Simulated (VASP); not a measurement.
Write the native input for VASP 6.6.1 that does the following.

```
Task                   : single point
Functional             : PBEsol
Potentials or basis    : VASP PAW PBE potentials, release 64 (Ga_d, N)
Cutoff                 : 600 eV
k mesh                 : 10 × 10 × 10
Occupations            : gaussian, width 0.02 eV
Spin                   : no spin polarisation
Dipole correction      : no
Further INCAR settings : ALGO = Normal; EDIFF = 1e-06; NBANDS = 16
```

The structure of GaN lies in POSCAR:

```
GaN
1.0
    0.0000000000      2.2491509466      2.2491509466
    2.2491509466      0.0000000000      2.2491509466
    2.2491509466      2.2491509466      0.0000000000
Ga N
1 1
Direct
    0.0000000000      0.0000000000      0.0000000000
    0.2500000000      0.2500000000      0.2500000000
```

The input as run:

INCAR

```
  PREC = Accurate
  ENCUT = 600
  EDIFF = 1E-6
  ISMEAR = 0
  SIGMA = 0.02
  LREAL = F
  LASPH = T
  NELM = 120
  ALGO = Normal
  ISIF = 2
  LWAVE = F
  LCHARG = F
  GGA = PS
  NBANDS = 16
  GGA_COMPAT = F
```

KPOINTS

```
Automatic mesh
0
Gamma
  10 10 10
```

Potentials or basis: VASP PAW PBE potentials, release 64 (Ga_d, N).

Run with:

```console
$ cat potpaw_PBE.64/Ga_d/POTCAR potpaw_PBE.64/N/POTCAR > POTCAR
$ mpirun -np 1 vasp_std > vasp.out
```

It gave:

The pressure is -0.4 GPa and the band gap on the k mesh is 1.72 eV.

Caveat: the PAW data sets were made with another functional, which shifts forces and pressure a little.

Wall time 23 s on 1 thread of Intel(R) Xeon(R) Platinum 8259CL CPU @ 2.50GHz (Skylake/Cascade Lake), with other jobs on the host, peak memory 0.16 GiB.
